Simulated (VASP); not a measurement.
# NiO (R-3m) in VASP: notebook, part 2 of 2

VASP 6.6.1.

## Step 3: Relaxation of shape and atoms at fixed volume, PBE+U, collinear spin, antiferromagnetic start (9.22 Å³/atom)

This run uses another cell than the first one, of 9.22 Å³/atom.

INCAR

```
PREC = Accurate
ENCUT = 600
EDIFF = 1E-6
ISMEAR = 0
SIGMA = 0.05
LREAL = False
LASPH = True
NELM = 150
ALGO = Normal
ISIF = 4
LWAVE = False
LCHARG = False
ISPIN = 2
MAGMOM = 1.84 -1.84 0 0
LORBIT = 11
LMAXMIX = 4
LDAU = True
LDAUTYPE = 2
LDAUL = 2 -1
LDAUU = 6.2 0
LDAUJ = 0 0
LDAUPRINT = 1
GGA = PE
IBRION = 2
NSW = 60
EDIFFG = -0.01
```

KPOINTS

```
regular mesh
0
Gamma
  10 10 5
```

POSCAR

```
NiO
1.0
    0.0000000000      2.0974319669      2.0974319669
    2.0974319669      0.0000000000      2.0974319669
    4.1919156472      4.1919156472      0.0029482866
Ni O
2 2
Direct
    0.0000000000      0.0000000000      0.0000000000
    0.0000000000      0.0000000000      0.5000000000
    0.5000000045      0.5000000045      0.2499999932
    0.4999999955      0.4999999955      0.7500000068
```

Potentials or basis: VASP PAW PBE potentials, release 64 (Ni, O).

Run with:

```console
$ cat potpaw_PBE.64/Ni/POTCAR potpaw_PBE.64/O/POTCAR > POTCAR
$ mpirun -np 1 vasp_std > vasp.out
```

OUTCAR:

```text
PREC = Accurate
   ENCUT = 600
   EDIFF = 1E-6
   ISMEAR = 0
   LREAL = False
   LASPH = True
   NELM = 150
   ISIF = 4
   ISPIN = 2
   LORBIT = 11
   GGA = PE
   IBRION = 2
   NSW = 60
   EDIFFG = -0.01

 ion  position               nearest neighbor table
   1  0.000  0.000  0.000-   3 2.10   3 2.10   4 2.10   4 2.10   3 2.10   4 2.10   2 2.96   2 2.96
                             2 2.96   2 2.96   2 2.96   2 2.96
   2  0.000  0.000  0.500-   3 2.10   4 2.10   3 2.10   4 2.10   4 2.10   3 2.10   1 2.96   1 2.96
                             1 2.96   1 2.96   1 2.96   1 2.96
   3  0.500  0.500  0.250-   1 2.10   1 2.10   1 2.10   2 2.10   2 2.10   2 2.10
   4  0.500  0.500  0.750-   1 2.10   1 2.10   1 2.10   2 2.10   2 2.10   2 2.10

  LATTYP: Found a trigonal (rhomboedric) cell.
 ALAT       =     5.1328238395
 COS(alpha) =     0.8330205421

  Lattice vectors:

 A1 = (   4.1919156472,   2.0944836803,  -2.0944836803)
 A2 = (   2.0944836803,   2.0944836803,  -4.1919156472)
[... 1416 lines left out ...]
  Direction    XX          YY          ZZ          XY          YZ          ZX
  --------------------------------------------------------------------------------------
  -------------------------------------------------------------------------------------
  Total       -0.3720172     -0.3720172     -0.3720172     -0.0006410      0.0006410      0.0006410
  in kB      -16.1662028    -16.1662028    -16.1662028     -0.0278559      0.0278559      0.0278559
  external PRESSURE =     -16.1662028 kB  Pullay stress =       0.0000000 kB

 VOLUME and BASIS-vectors are now :
 -----------------------------------------------------------------------------
  energy-cutoff  :      600.00
  volume of cell :       36.87
      direct lattice vectors                 reciprocal lattice vectors
     0.000000000  2.097431967  2.097431967    -0.238470616  0.238302893  0.238470616
     2.097431967  0.000000000  2.097431967     0.238302893 -0.238470616  0.238470616
     4.191915647  4.191915647  0.002948287     0.119319169  0.119319169 -0.119319169

 POSITION                                       TOTAL-FORCE (eV/Angst)
 -----------------------------------------------------------------------------------
      0.00000      0.00000      0.00000        -0.000000     -0.000000      0.000000
      2.09596      2.09596      0.00147        -0.000000     -0.000000      0.000000
      2.09669      2.09669      2.09817         0.000000      0.000000      0.000000
      4.19265      4.19265      2.09964        -0.000000     -0.000000     -0.000000
 -----------------------------------------------------------------------------------
    total drift:                               -0.000000     -0.000000      0.000000

  FREE ENERGIE OF THE ION-ELECTRON SYSTEM (eV)
  ---------------------------------------------------
  free  energy   TOTEN  =       -20.4825852656 eV

  energy  without entropy=      -20.4825852656  energy(sigma->0) =      -20.48258527

 reached required accuracy - stopping structural energy minimisation

 total charge

# of ion       s       p       d       tot
------------------------------------------
    1        0.338   0.413   8.233   8.984
    2        0.338   0.413   8.233   8.984
    3        1.546   3.469   0.000   5.016
    4        1.546   3.469   0.000   5.016
--------------------------------------------------
tot          3.769   7.765  16.466  28.000

 magnetization (x)

# of ion       s       p       d       tot
------------------------------------------
    1       -0.002  -0.005   1.757   1.750
    2        0.002   0.005  -1.757  -1.750
    3        0.000   0.000   0.000   0.000
    4        0.000   0.000   0.000   0.000
--------------------------------------------------
tot          0.000   0.000   0.000   0.000
```

OSZICAR:

```text
N       E                     dE             d eps       ncg     rms          rms(c)
DAV:   1     0.276203067834E+03    0.27620E+03   -0.17701E+04  4688   0.238E+03
DAV:   2     0.131843562077E+02   -0.26302E+03   -0.24605E+03  4832   0.427E+02
DAV:   3    -0.184176992297E+02   -0.31602E+02   -0.30390E+02  5268   0.172E+02
DAV:   4    -0.193323653004E+02   -0.91467E+00   -0.90903E+00  5176   0.300E+01
DAV:   5    -0.193526975174E+02   -0.20332E-01   -0.20323E-01  5468   0.438E+00    0.216E+01
DAV:   6    -0.186116357186E+02    0.74106E+00   -0.37436E+01  7280   0.132E+02    0.236E+01
DAV:   7    -0.201407235103E+02   -0.15291E+01   -0.59356E+00  6048   0.473E+01    0.129E+01
DAV:   8    -0.202804442449E+02   -0.13972E+00   -0.19601E+00  6852   0.322E+01    0.932E+00
DAV:   9    -0.204915542772E+02   -0.21111E+00   -0.40853E-01  6800   0.216E+01    0.207E+00
DAV:  10    -0.204767323851E+02    0.14822E-01   -0.22485E-01  7208   0.911E+00    0.566E-01
DAV:  11    -0.204814474824E+02   -0.47151E-02   -0.51558E-02  4808   0.223E+00    0.191E-01
DAV:  12    -0.204822424865E+02   -0.79500E-03   -0.13477E-03  8404   0.735E-01    0.112E-01
DAV:  13    -0.204825770926E+02   -0.33461E-03   -0.10600E-03  6592   0.101E+00    0.105E-01
DAV:  14    -0.204825776987E+02   -0.60613E-06   -0.32326E-04  6808   0.428E-01    0.385E-02
DAV:  15    -0.204825800531E+02   -0.23544E-05   -0.94945E-05  6376   0.139E-01    0.115E-02
DAV:  16    -0.204825829759E+02   -0.29228E-05   -0.52316E-06  5612   0.464E-02    0.610E-03
DAV:  17    -0.204825848804E+02   -0.19045E-05   -0.22073E-06  3636   0.444E-02    0.475E-03
DAV:  18    -0.204825852656E+02   -0.38520E-06   -0.14858E-06  3332   0.154E-02
   1 F= -.20482585E+02 E0= -.20482585E+02  d E =-.204826E+02  mag=    -0.0000
```

It took 70 s on 1 thread of AMD EPYC 9R45 (Zen 5), shared host; peak memory 0.21 GiB.

Results:

```yaml
Free_energy: -20.4826 eV
Pressure_after_relaxing: -1.6 GPa
Band_gap_on_the_k_mesh: 3.38 eV
Net_moment: 0.00 μB per cell
Site_moments: Ni +1.75, -1.75; O +0.00 μB
Valence_electrons_inside_the_program's_atomic_spheres: Ni 8.98; O 5.02
```

Final structure:
```xyz
4
Lattice="0.0000 2.0974 2.0974 2.0974 0.0000 2.0974 4.1919 4.1919 0.0029" Properties=species:S:1:pos:R:3 pbc="T T T"
Ni    0.0000    0.0000    0.0000
Ni    2.0960    2.0960    0.0015
O     2.0967    2.0967    2.0982
O     4.1927    4.1927    2.0996
```

Eigenvalues of the final occupation matrices:
```csv
site,spin,trace,eigenvalues
site 1 d,1,5.01,0.98 0.98 0.98 1.03 1.03
site 1 d,2,3.25,0.15 0.15 0.98 0.98 0.98
site 2 d,1,3.25,0.15 0.15 0.98 0.98 0.98
site 2 d,2,5.01,0.98 0.98 0.98 1.03 1.03
```
